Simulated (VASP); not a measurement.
## Mn: single point with revPBE

Mn:

```xyz
2
Lattice="0.0000 2.6278 2.6278 2.6278 0.0000 2.6278 2.6278 2.6278 0.0000" Properties=species:S:1:pos:R:3 pbc="T T T"
Mn    0.6569    0.6569    0.6569
Mn    4.5986    4.5986    4.5986
```

| Property | Result |
| --- | --- |
| Program | VASP 6.6.1 |
| Task | single point |
| Functional | revPBE |
| Potentials or basis | VASP PAW PBE potentials, release 64 (Mn_pv) |
| Cutoff | 520 eV |
| k mesh | 17 × 17 × 17 |
| Occupations | fermi-dirac, width 0.05 eV |
| Spin | collinear spin, antiferromagnetic start |
| Starting moments | [2.48, -2.48] μB |
| Dipole correction | no |
| Further INCAR settings | ALGO = Normal; EDIFF = 1e-07; NBANDS = 24 |

```
Pressure                                              : 0.3 GPa
Band gap on the k mesh                                : zero (filled and empty bands overlap)
Net moment                                            : 0.00 μB per cell
Site moments                                          : Mn +2.66, -2.66 μB
Valence electrons inside the program's atomic spheres : Mn 11.77
```

Levels at points of the mesh, in eV from the Fermi level:
Spin up:
| k point | band 11 | band 12 | band 13 | band 14 | band 15 | band 16 |
| --- | --- | --- | --- | --- | --- | --- |
| (0.00, 0.00, 0.00) | -2.64 | -2.64 | 0.12 | 0.12 | 0.12 | 1.58 |
Spin down:
| k point | band 11 | band 12 | band 13 | band 14 | band 15 | band 16 |
| --- | --- | --- | --- | --- | --- | --- |
| (0.00, 0.00, 0.00) | -2.64 | -2.64 | 0.12 | 0.12 | 0.12 | 1.58 |

It took 3.2 min on 1 thread of Intel(R) Xeon(R) Platinum 8488C (Sapphire Rapids) (shared host), peak memory 0.3 GiB.

Caveat: the PAW data sets were made with another functional, which shifts forces and pressure a little.
